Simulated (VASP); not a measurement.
The system is HgTe.

```
CELL_PARAMETERS angstrom
0.00000 2.92150 2.92150
2.92150 0.00000 2.92150
2.92150 2.92150 0.00000
ATOMIC_POSITIONS crystal
Hg 0.00000 0.00000 0.00000
Te 0.50000 0.50000 0.50000
```

Base run:

- Program: VASP 6.6.1
- Functional: r2SCAN
- Potentials or basis: VASP PAW PBE potentials, release 64 (Hg, Te)
- Cutoff: 520 eV
- k mesh: 10 × 10 × 10
- Occupations: fermi-dirac, width 0.08 eV
- Spin: no spin polarisation

Its results: band gap on the k mesh zero (band 9 reaches 6.19 eV, above the bottom of band 10 at 2.89 eV); pressure 9.5 GPa.

Task: The run is repeated on the same cell with these changes: functional from r2SCAN to PBE; further incar settings from ALGO = Normal; EDIFF = 1e-08; NBANDS = 16 to ALGO = Normal; EDIFF = 1e-07; NBANDS = 16. What comes out?

Result: Band gap on the k mesh zero (band 9 reaches 6.37 eV, above the bottom of band 10 at 3.13 eV); pressure 10.6 GPa.

Caveats: spin-orbit coupling is left out, which moves the levels of the heavy elements; the PAW data sets were made with another functional, which shifts forces and pressure a little (some runs).
